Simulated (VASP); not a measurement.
Input of a VASP 6.6.1 run:

File INCAR:

```
SYSTEM = Sb
ALGO = Normal ; EDIFF = 1E-6
ENCUT = 500 ; GGA = PE
GGA_COMPAT = .False. ; ISIF = 2
ISMEAR = -1 ; LASPH = .True.
LCHARG = .True. ; LELF = .True.
LREAL = .False. ; LVHAR = .True.
LWAVE = .False. ; NBANDS = 8
NELM = 120 ; PREC = Accurate
SIGMA = 0.1
```

The input KPOINTS:

```
k-points
0
Gamma
  16 16 16
  0 0 0
```

POSCAR

```
Sb
1.0
   -1.3971893102      1.3971893102      1.3971893102
    1.3971893102     -1.3971893102      1.3971893102
    1.3971893102      1.3971893102     -1.3971893102
Sb
1
Direct
    0.0000000000      0.0000000000      0.0000000000
```

Potentials or basis: VASP PAW PBE potentials, release 64 (Sb).

Launch:

```console
$ cat potpaw_PBE.64/Sb/POTCAR > POTCAR
$ mpirun -np 1 vasp_std > vasp.out
```

(1) What does it give for the pressure?

Results:

(1) 471.3 GPa.
